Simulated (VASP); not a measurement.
**Te: single point with PBE**

Crystal: Te.

```xyz
1
Lattice="2.5752 0.0000 0.0000 0.0000 2.5752 0.0000 0.0000 0.0000 2.5752" Properties=species:S:1:pos:R:3 pbc="T T T"
Te    0.0000    0.0000    0.0000
```

This cell differs from its parent crystal: volume scaled by 0.52.

```json
{
  "Program": "VASP 6.6.1",
  "Task": "single point",
  "Functional": "PBE",
  "Potentials or basis": "VASP PAW PBE potentials, release 64 (Te)",
  "Cutoff": "520 eV",
  "k mesh": "12 × 12 × 12",
  "Occupations": "fermi-dirac, width 0.08 eV",
  "Spin": "no spin polarisation",
  "Dipole correction": "no",
  "Further INCAR settings": "ALGO = Normal; EDIFF = 1e-06; NBANDS = 9"
}
```

| Item | Value |
| --- | --- |
| Pressure | 131.6 GPa |
| Band gap on the k mesh | zero (band 3 reaches 23.56 eV, above the bottom of band 4 at 13.36 eV) |

Levels at points of the mesh, in eV from the Fermi level:
| k point | band 1 | band 2 | band 3 | band 4 | band 5 | band 6 | band 7 |
| --- | --- | --- | --- | --- | --- | --- | --- |
| (0.00, 0.00, 0.00) | -20.84 | 1.82 | 1.82 | 1.82 | 5.48 | 5.48 | 9.83 |
| (0.50, 0.00, 0.00) | -16.23 | -12.55 | 5.81 | 5.81 | 8.82 | 9.62 | 9.84 |
| (0.50, 0.50, 0.00) | -11.00 | -9.11 | -9.11 | -2.04 | 10.66 | 12.65 | 12.65 |
| (0.50, 0.50, 0.50) | -5.75 | -5.75 | -5.75 | -4.39 | 2.01 | 2.01 | 2.01 |

Run time: 11 s on 1 thread of Intel(R) Xeon(R) Platinum 8488C (Sapphire Rapids), with other jobs on the host, peak memory 0.13 GiB.

Caveat: spin-orbit coupling is left out, which moves the levels of the heavy elements.
